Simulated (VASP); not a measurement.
Input of a VASP 6.6.1 run:

Contents of INCAR:

```
SYSTEM = Te2Mo
ALGO = Normal
EDIFF = 1E-7
ENCUT = 520
ISIF = 2
ISMEAR = 0
LASPH = .True.
LCHARG = .True.
LELF = .True.
LREAL = .False.
LVHAR = .True.
LWAVE = .False.
NBANDS = 20
NELM = 60
PREC = Accurate
SIGMA = 0.02
```

The input KPOINTS:

```
k-points
0
Gamma
  12 12 2
  0 0 0
```

POSCAR

```
Te2Mo
1.0
    3.4665480224      0.0000000000      0.0000000000
   -1.7332740112      3.0021186508      0.0000000000
    0.0000000000      0.0000000000     17.5198113895
Te Mo
2 1
Direct
    0.3333333333      0.6666666667      0.8975342419
    0.3333333333      0.6666666667      0.1024657581
    0.0000000000      0.0000000000      0.0000000000
```

Potentials or basis: VASP PAW LDA potentials, release 64 (Te, Mo_sv).

Launch:

```console
$ cat potpaw_LDA.64/Te/POTCAR potpaw_LDA.64/Mo_sv/POTCAR > POTCAR
$ mpirun -np 1 vasp_std > vasp.out
```

Estimate the band gap on the k mesh.

1.24 eV, direct.

Estimate the largest force.

0.053 eV/Å.

Forces on the atoms (eV/Å):
```
Te   0.000  0.000 -0.053
Te   0.000  0.000  0.053
Mo   0.000  0.000  0.000
```

Caveat: spin-orbit coupling is left out, which moves the levels of the heavy elements.
